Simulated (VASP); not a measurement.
# BAs (P6/mmm) in VASP: further runs

The runs below take BAs through single point, with PBE.

All numbers are computed with VASP 6.6.1; they aren't measurements. Logs are shortened: lines on timing, memory, paths and dates and some standing lists are left out, and cuts for length are marked.

### Step 1. The cell of the first run

Symmetry: P6/mmm, No. 191, hexagonal system. The conventional cell has a = 2.747 Å, b = 2.747 Å, c = 4.200 Å, α = 90.00°, β = 90.00°, γ = 120.00°. Within 2.8 Å of B (site symmetry 6/mmm) lie 2 As at 2.10 Å and 6 B at 2.75 Å. As (site symmetry 6/mmm) has 2 B at 2.10 Å and 6 As at 2.75 Å within 2.8 Å.

The cell was built from a structure type or drawn by symmetry, and may not be a known phase.

### Step 2. Single point, PBE

INCAR reads:

```
PREC = Accurate ; ENCUT = 500
EDIFF = 1E-6 ; ISMEAR = 0
SIGMA = 0.2 ; LREAL = False
LASPH = True ; NELM = 120
ALGO = Normal ; ISIF = 2
LWAVE = False ; LCHARG = True
GGA = PE ; LELF = True
LVHAR = True ; NBANDS = 11
GGA_COMPAT = False
```

KPOINTS reads:

```
Automatic mesh
0
Gamma
  7 7 5
```

POSCAR reads:

```
BAs
1.0
    2.7469768050      0.0000000000      0.0000000000
   -1.3734884025      2.3789516968      0.0000000000
    0.0000000000      0.0000000000      4.1997968221
B As
1 1
Direct
    0.0000000000      0.0000000000      0.5000000000
    0.0000000000      0.0000000000      0.0000000000
```

Potentials or basis: VASP PAW PBE potentials, release 64 (B, As).

Run with:

```sh
cat potpaw_PBE.64/B/POTCAR potpaw_PBE.64/As/POTCAR > POTCAR
mpirun -np 1 vasp_std > vasp.out
```

OUTCAR:

```text
PREC = Accurate
   ENCUT = 500
   EDIFF = 1E-6
   ISMEAR = 0
   LREAL = False
   LASPH = True
   NELM = 120
   ISIF = 2
   GGA = PE

 ion  position               nearest neighbor table
   1  0.000  0.000  0.500-   2 2.10   2 2.10
   2  0.000  0.000  0.000-   1 2.10   1 2.10

  LATTYP: Found a hexagonal cell.
 ALAT       =     2.7469768050
 C/A-ratio  =     1.5288796085

  Lattice vectors:

 A1 = (   2.7469768050,   0.0000000000,   0.0000000000)
 A2 = (  -1.3734884025,   2.3789516968,   0.0000000000)
 A3 = (   0.0000000000,   0.0000000000,   4.1997968221)

Analysis of symmetry for initial positions (statically):
=====================================================================
 Subroutine PRICEL returns:
 Original cell was already a primitive cell.

 Routine SETGRP: Setting up the symmetry group for a
 hexagonal supercell.

 Subroutine GETGRP returns: Found 24 space group operations
 (whereof 24 operations were pure point group operations)
 out of a pool of 24 trial point group operations.

The static configuration has the point symmetry D_6h.

Analysis of symmetry for dynamics (positions and initial velocities):
=====================================================================
 Subroutine PRICEL returns:
 Original cell was already a primitive cell.

 Routine SETGRP: Setting up the symmetry group for a
 hexagonal supercell.

 Subroutine GETGRP returns: Found 24 space group operations
 (whereof 24 operations were pure point group operations)
 out of a pool of 24 trial point group operations.

The dynamic configuration has the point symmetry D_6h.

 Subroutine INISYM returns: Found 24 space group operations
 (whereof 24 operations are pure point group operations),
 and found     1 'primitive' translations

----------------------------------------------------------------------------------------

                                     Primitive cell

  volume of cell :      27.4454

  direct lattice vectors                    reciprocal lattice vectors
     2.746976805  0.000000000  0.000000000     0.364036565  0.210176609  0.000000000
    -1.373488403  2.378951697  0.000000000     0.000000000  0.420353217  0.000000000
     0.000000000  0.000000000  4.199796822     0.000000000  0.000000000  0.238106757

  length of vectors
     2.746976805  2.746976805  4.199796822     0.420353217  0.420353217  0.238106757

  position of ions in fractional coordinates (direct lattice)
     0.000000000  0.000000000  0.500000000
     0.000000000  0.000000000  0.000000000

  ion indices of the primitive-cell ions
   primitive index   ion index
                 1           1
                 2           2

----------------------------------------------------------------------------------------

 KPOINTS: Automatic mesh

Automatic generation of k-mesh.
 Grid dimensions read from file:
 generate k-points for:    7    7    5

 Generating k-lattice:

  Cartesian coordinates                     Fractional coordinates (reciprocal lattice)
     0.052005224  0.030025230  0.000000000     0.142857143  0.000000000  0.000000000
     0.000000000  0.060050460  0.000000000     0.000000000  0.142857143  0.000000000
     0.000000000  0.000000000  0.047621351     0.000000000  0.000000000  0.200000000

  Length of vectors
     0.060050460  0.060050460  0.047621351

  Shift w.r.t. Gamma in fractional coordinates (k-lattice)
     0.000000000  0.000000000  0.000000000

 Subroutine IBZKPT returns following result:
 ===========================================

 Found     24 irreducible k-points:

 Following reciprocal coordinates:
            Coordinates               Weight
  0.000000  0.000000  0.000000      1.000000
  0.142857 -0.000000  0.000000      6.000000
  0.285714  0.000000  0.000000      6.000000
  0.428571 -0.000000  0.000000      6.000000
  0.142857  0.142857  0.000000      6.000000
  0.285714  0.142857  0.000000     12.000000
[... 16 lines left out ...]
  0.428571  0.142857  0.400000     12.000000
  0.285714  0.285714  0.400000     12.000000
   k-points           NKPTS =     24   k-points in BZ     NKDIM =     24   number of bands    NBANDS=     11
   number of dos      NEDOS =    301   number of ions     NIONS =      2
   total plane-waves  NPLWV =  12800
   dimension x,y,z NGX =    20 NGY =   20 NGZ =   32
   dimension x,y,z NGXF=    40 NGYF=   40 NGZF=   64
   ions per type =               1   1
   NGX,Y,Z   is equivalent  to a cutoff of  12.10, 12.10, 12.67 a.u.
   NGXF,Y,Z  is equivalent  to a cutoff of  24.21, 24.21, 25.33 a.u.
 SYSTEM =  unknown system
   PREC   = accura    normal or accurate (medium, high low for compatibility)
   ISTART =      0    job   : 0-new  1-cont  2-samecut
   ICHARG =      2    charge: 1-file 2-atom 10-const
   ISPIN  =      1    spin polarized calculation?
   LNONCOLLINEAR =      F non collinear calculations
   LSORBIT =      F    spin-orbit coupling
   LASPH  =      T    aspherical Exc in radial PAW
   ENCUT  =  500.0 eV  36.75 Ry    6.06 a.u.   5.01  5.01  7.66*2*pi/ulx,y,z
   NELM   =    120;   NELMIN=  2; NELMDL= -5     # of ELM steps
   EDIFF  = 0.1E-05   stopping-criterion for ELM
   LREAL  =      F    real-space projection
   EDIFFG = 0.1E-04   stopping-criterion for IOM
   NSW    =      0    number of steps for IOM
   IBRION =     -1    ionic relax: 0-MD 1-quasi-New 2-CG
   NFREE  =      0    steps in history (QN), initial steepest desc. (CG)
   ISIF   =      2    stress and relaxation
   ISYM   =      2    0-nonsym 1-usesym 2-fastsym
   POTIM  = 0.5000    time-step for ionic-motion
   TEBEG  =    0.0;   TEEND  =   0.0 temperature during run
   PSTRESS=    0.0 pullay stress
   NELECT =       8.0000    total number of electrons
   NUPDOWN=      -1.0000    fix difference up-down
   EMIN   =  10.00;   EMAX   =-10.00  energy-range for DOS
   EFERMI =   0.00;   METHOD = LEGACY
   ISMEAR =     0;   SIGMA  =   0.20  broadening in eV -4-tet -1-fermi 0-gaus
   EFERMI_NEDOS =   21; number of points for ismear=-14 and -15
   IALGO  =     38    algorithm
   IMIX   =      4    mixing-type and parameters
     AMIX     =   0.40;   BMIX     =  1.00
     AMIX_MAG =   1.60;   BMIX_MAG =  1.00
  volume/ion in A,a.u.               =      13.72        92.61
  Fermi-wavevector in a.u.,A,eV,Ry     =   1.085463  2.051228 16.030804  1.178231
  Thomas-Fermi vector in A             =   2.221578
   LORBIT       =      0    0 simple, 1 ext, 2 COOP (PROOUT), +10 PAW based schemes
   GGA     = PE    functional components
   LHFCALC =     F    Hartree Fock is set to
   AEXX    =    0.0000 exact exchange contribution
   IVDW    =     0    specifies the selected vdW correction
   LEPSILON=     F    determine dielectric tensor
   LRPA    =     F    only Hartree local field effects (RPA)
 non-spin polarized calculation
 Gauss-broadening in eV      SIGMA  =   0.20
  energy-cutoff  :      500.00
  volume of cell :       27.45
 maximum number of plane-waves:       709
 NGX is ok and might be reduce to    20
   NGX =  9   NGY =  9   NGZ = 15

 number of electron       8.0000000 magnetization

 Free energy of the ion-electron system (eV)
  ---------------------------------------------------
  ext. energy  EPLUGINS =         0.00000000
  ---------------------------------------------------
  free energy    TOTEN  =        -8.47790582 eV

  energy without entropy =       -8.44934532  energy(sigma->0) =       -8.46362557

 E-fermi :   6.0603     XC(G=0): -10.9345

 val. band max:        5.9657633559   @ k =   0.1429   0.1429   0.4000
 cond. band min:       6.0953544041   @ k =   0.4286   0.1429   0.4000
 fundamental gap:      0.1295910482
 Fermi energy:         6.0603224867

 k-point     1 :       0.0000    0.0000    0.0000
  band No.  band energies     occupation
      1      -9.5408      2.00000
      2      -0.8499      2.00000
      3       0.3063      2.00000
      4      10.9931      0.00000
      5      10.9931      0.00000
      6      15.8270      0.00000
      7      15.8270      0.00000
      8      17.5369      0.00000
      9      18.4506      0.00000
     10      19.9424      0.00000
     11      19.9424      0.00000

 k-point     2 :       0.1429   -0.0000    0.0000
  band No.  band energies     occupation
      1      -9.0358      2.00000
      2      -0.4341      2.00000
      3       0.7429      2.00000
      4       8.3156      0.00000
      5      10.2071      0.00000
      6      13.7996      0.00000
      7      14.9566      0.00000
      8      17.0712      0.00000
      9      17.1817      0.00000
     10      21.0786      0.00000
     11      21.2830      0.00000

 k-point     3 :       0.2857    0.0000    0.0000
  band No.  band energies     occupation
      1      -7.5510      2.00000
      2       0.6908      2.00000
      3       2.0429      2.00000
      4       3.6917      2.00000
      5       8.8633      0.00000
      6      10.4806      0.00000
      7      13.7573      0.00000
      8      14.3703      0.00000
      9      15.0140      0.00000
     10      19.8149      0.00000
     11      22.4274      0.00000

 k-point     4 :       0.4286   -0.0000    0.0000
  band No.  band energies     occupation
      1      -5.3623      2.00000
      2      -0.3195      2.00000
      3       1.9399      2.00000
      4       4.1838      2.00000
      5       7.1058      0.00000
      6       8.0206      0.00000
      7      11.6364      0.00000
      8      13.0447      0.00000
      9      13.9298      0.00000
     10      19.8233      0.00000
     11      21.5270      0.00000
[... 239 lines left out ...]
 k-point    22 :       0.2857    0.1429    0.4000
  band No.  band energies     occupation
      1      -5.6630      2.00000
      2      -1.3209      2.00000
      3       2.4376      2.00000
      4       5.3828      2.00000
      5       6.7295      0.00000
      6       8.9033      0.00000
      7      10.0262      0.00000
      8      14.0906      0.00000
      9      18.5460      0.00000
     10      18.8813      0.00000
     11      20.2217      0.00000

 k-point    23 :       0.4286    0.1429    0.4000
  band No.  band energies     occupation
      1      -4.0061      2.00000
      2      -0.0360      2.00000
      3       0.0798      2.00000
      4       3.5146      2.00000
      5       6.0954      0.80436
      6       8.4428      0.00000
      7      10.5439      0.00000
      8      15.1040      0.00000
      9      16.9660      0.00000
     10      18.6310      0.00000
     11      19.8067      0.00000

 k-point    24 :       0.2857    0.2857    0.4000
  band No.  band energies     occupation
      1      -3.8205      2.00000
      2       0.2356      2.00000
      3       1.3606      2.00000
      4       3.1747      2.00000
      5       4.6451      2.00000
      6       6.2499      0.17996
      7      10.6731      0.00000
      8      15.3776      0.00000
      9      17.9676      0.00000
     10      19.3184      0.00000
     11      22.9267      0.00000

------------------------ aborting loop because EDIFF is reached ----------------------------------------

  FORCE on cell =-STRESS in cart. coord.  units (eV):
  Direction    XX          YY          ZZ          XY          YZ          ZX
  --------------------------------------------------------------------------------------
  -------------------------------------------------------------------------------------
  Total        0.0618749      0.0618749      0.0477195      0.0000000      0.0000000     -0.0000000
  in kB        3.6120679      3.6120679      2.7857212      0.0000000      0.0000000     -0.0000000
  external PRESSURE =       3.3366190 kB  Pullay stress =       0.0000000 kB

 VOLUME and BASIS-vectors are now :
 -----------------------------------------------------------------------------
  energy-cutoff  :      500.00
  volume of cell :       27.45
      direct lattice vectors                 reciprocal lattice vectors
     2.746976805  0.000000000  0.000000000     0.364036565  0.210176609  0.000000000
    -1.373488403  2.378951697  0.000000000     0.000000000  0.420353217  0.000000000
     0.000000000  0.000000000  4.199796822     0.000000000  0.000000000  0.238106757

 POSITION                                       TOTAL-FORCE (eV/Angst)
 -----------------------------------------------------------------------------------
      0.00000      0.00000      2.09990         0.000000      0.000000      0.000000
      0.00000      0.00000      0.00000        -0.000000      0.000000      0.000000
 -----------------------------------------------------------------------------------
    total drift:                               -0.000000      0.000000      0.000000

  FREE ENERGIE OF THE ION-ELECTRON SYSTEM (eV)
  ---------------------------------------------------
  free  energy   TOTEN  =        -8.4779058218 eV

  energy  without entropy=       -8.4493453203  energy(sigma->0) =       -8.46362557
```

Run time: 9.9 s. Hardware: 1 thread of Intel Xeon 8259CL, shared host; peak memory 0.13 GiB.

Results:

```
Free energy            : -8.4779 eV
Pressure               : 0.3 GPa
Band gap on the k mesh : zero (bands 4 and 5 overlap by 6.63 eV)
```

Stress tensor (GPa, compression positive):
```
0.36 0.00 0.00
0.00 0.36 0.00
0.00 0.00 0.28
```

Levels at points of the mesh, in eV from the Fermi level:
```csv
k point,band 1,band 2,band 3,band 4,band 5,band 6,band 7,band 8,band 9
"(0.00, 0.00, 0.00)",-15.60,-6.91,-5.75,4.93,4.93,9.77,9.77,11.48,12.39
```

Caveat: the k points lie up to 0.38 Å⁻¹ apart, too coarse for converged energies and pressures of a metal.

### Step 3. Single point, PBE

This run uses another cell than the first one, of 13.34 Å³/atom.

INCAR reads:

```
SYSTEM = BAs
PREC = Accurate ; ENCUT = 500
EDIFF = 1E-6 ; ISMEAR = 0
SIGMA = 0.2 ; LREAL = .FALSE.
LASPH = .TRUE. ; NELM = 120
ALGO = Normal ; ISIF = 2
LWAVE = .FALSE. ; LCHARG = .TRUE.
GGA = PE ; LELF = .TRUE.
LVHAR = .TRUE. ; NBANDS = 11
GGA_COMPAT = .FALSE.
```

KPOINTS reads:

```
regular mesh
0
G
  8 8 4
  0 0 0
```

POSCAR reads:

```
BAs
1.0
    2.6807862312      0.0000000027      0.0000000000
   -1.3403931180      2.3216289769      0.0000000000
    0.0000000000      0.0000000000      4.2862648416
B As
1 1
Direct
    0.0000000000      0.0000000000      0.0000000000
    0.0000000000      0.0000000000      0.5000000000
```

Potentials or basis: VASP PAW PBE potentials, release 64 (B, As).

Run with:

```sh
cat potpaw_PBE.64/B/POTCAR potpaw_PBE.64/As/POTCAR > POTCAR
mpirun -np 1 vasp_std > vasp.out
```

Wall time 15 s (1 thread of Intel Xeon 8259CL, shared host); peak memory 0.14 GiB.

The run converged. Its results:

| Property | Result |
| --- | --- |
| Free energy | -8.6257 eV |
| Pressure | 0.5 GPa |
| Band gap on the k mesh | zero (bands 4 and 5 overlap by 8.31 eV) |

Stress tensor (GPa, compression positive):
```
0.26 0.00 0.00
0.00 0.26 0.00
0.00 0.00 1.07
```

Levels at points of the mesh, in eV from the Fermi level:
| k point | band 2 | band 3 | band 4 | band 5 | band 6 | band 7 |
| --- | --- | --- | --- | --- | --- | --- |
| (0.00, 0.00, 0.00) | -7.42 | -6.65 | 5.47 | 5.47 | 9.94 | 9.94 |
| (0.50, 0.00, 0.00) | -7.86 | -3.94 | -1.16 | -1.05 | 2.08 | 4.56 |
| (0.00, 0.00, 0.50) | -11.03 | 1.08 | 2.39 | 6.55 | 6.55 | 7.93 |
| (0.50, 0.00, 0.50) | -7.15 | -6.37 | -3.56 | 3.45 | 4.01 | 4.23 |

Caveat: the k points lie up to 0.37 Å⁻¹ apart, too coarse for converged energies and pressures of a metal.
